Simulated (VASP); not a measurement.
## Si2Ni: single point with PBE

Si2Ni:

```xyz
3
Lattice="0.0000 2.8776 2.8776 2.8776 0.0000 2.8776 2.8776 2.8776 0.0000" Properties=species:S:1:pos:R:3 pbc="T T T"
Si    1.4388    1.4388    1.4388
Si    4.3164    4.3164    4.3164
Ni    0.0000    0.0000    0.0000
```

| Item | Value |
| --- | --- |
| Program | VASP 6.6.1 |
| Task | single point |
| Functional | PBE |
| Potentials or basis | VASP PAW PBE potentials, release 64 (Si, Ni) |
| Cutoff | 520 eV |
| k mesh | 14 × 14 × 14 |
| Occupations | gaussian, width 0.15 eV |
| Spin | collinear spin, ferromagnetic start |
| Starting moments | [0.0, 0.0, 0.375] μB |
| Fixed moment | 0.375 μB |

```yaml
Pressure: -15.9 GPa
Net_moment: 0.38 μB per cell
Site_moments: Si +0.04; Ni +0.20 μB
Valence_electrons_inside_the_program's_atomic_spheres: Si 1.51; Ni 9.39
```

Run time: 5.2 min on 1 thread of Intel Xeon 8259CL (shared host), peak memory 0.29 GiB.

Caveat: the cell stands under tension; the total moment is fixed, so each spin has its own Fermi level.
